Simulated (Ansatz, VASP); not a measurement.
# Two plane-wave programs on Li2S

File POSCAR:

```
Li2S
1.0
    0.0000000000      2.8452942165      2.8452942165
    2.8452942165      0.0000000000      2.8452942165
    2.8452942165      2.8452942165      0.0000000000
S Li
1 2
Direct
    0.0000000000      0.0000000000      0.0000000000
    0.2500000000      0.2500000000      0.2500000000
    0.7500000000      0.7500000000      0.7500000000
```

Contents of INCAR.step1:

```
ALGO     = Normal         # electronic algorithm
EDIFF    = 1E-5           # SCF threshold, eV
ENCUT    = 650            # plane-wave cutoff, eV
GGA      = PE             # functional
GGA_COMPAT= F            
ISIF     = 2              # what is computed and relaxed
ISMEAR   = 0              # smearing method
LASPH    = T              # aspherical terms in the spheres
LCHARG   = F              # write CHGCAR
LREAL    = F              # projectors in reciprocal space
LWAVE    = T              # write WAVECAR
NBANDS   = 13             # bands
NELM     = 120            # most SCF steps
PREC     = Accurate       # precision mode
SIGMA    = 0.01           # smearing width, eV
```

Contents of INCAR.step2:

```
AEXX     = 0.75           # exact-exchange fraction
ALGO     = Normal         # electronic algorithm
EDIFF    = 1E-6           # SCF threshold, eV
ENCUT    = 650            # plane-wave cutoff, eV
GGA      = PE             # functional
GGA_COMPAT= F            
ISIF     = 2              # what is computed and relaxed
ISMEAR   = 0              # smearing method
ISTART   = 1            
LASPH    = T              # aspherical terms in the spheres
LCHARG   = F              # write CHGCAR
LHFCALC  = T              # exact exchange
LREAL    = F              # projectors in reciprocal space
LWAVE    = F              # write WAVECAR
NBANDS   = 13             # bands
NELM     = 120            # most SCF steps
PREC     = Accurate       # precision mode
PRECFOCK = Normal       
SIGMA    = 0.01           # smearing width, eV
```

KPOINTS

```
k-points
0
Gamma
  4 4 4
```

Input for Ansatz:

```yaml
crystal:
  lattice:
    - [0.0, 2.8452942165, 2.8452942165]
    - [2.8452942165, 0.0, 2.8452942165]
    - [2.8452942165, 2.8452942165, 0.0]
  atoms:
    - { symbol: S, position: [0.0, 0.0, 0.0] }
    - { symbol: Li, position: [0.25, 0.25, 0.25] }
    - { symbol: Li, position: [0.75, 0.75, 0.75] }
kpoints:
  mp_grid: { grid: [4, 4, 4] }
hamiltonian:
  xc: { exchange: pbe, correlation: pbe, exx: { coeff: 0.75 } }
scf:
  occupations: { method: fixed }
  n_extra_bands: 4
output:
  forces: true
  stress: true
  eigenvalues: true
```

Alike in both runs: task single point; functional PBE-based global hybrid; k mesh 4 × 4 × 4; no spin polarisation.

|  | VASP | Ansatz |
| --- | --- | --- |
| version | VASP 6.6.1 | Ansatz 0.2.0 |
| potentials or method | VASP PAW PBE potentials, release 64 (S, Li_sv) | plane waves |
| plane-wave cutoff (eV) | 650 | 420 |
| occupations | gaussian, width 0.01 eV | fixed |
| valence electrons in the cell | 12 | 12 |

Ansatz gave:

```
gap on the k mesh at the Fermi level (eV) : 8.45
pressure (GPa)                            : -1.7
```

Task: Which values does VASP return?

Result: gap on the k mesh at the Fermi level (eV): 8.51; pressure (GPa): -2.4.

VASP's potentials were made for PBE, not for PBE-based global hybrid. Ansatz's warnings: stress exchange threshold loose, stress scf threshold loose.

The k mesh is coarse, so the values compare programs but aren't converged.
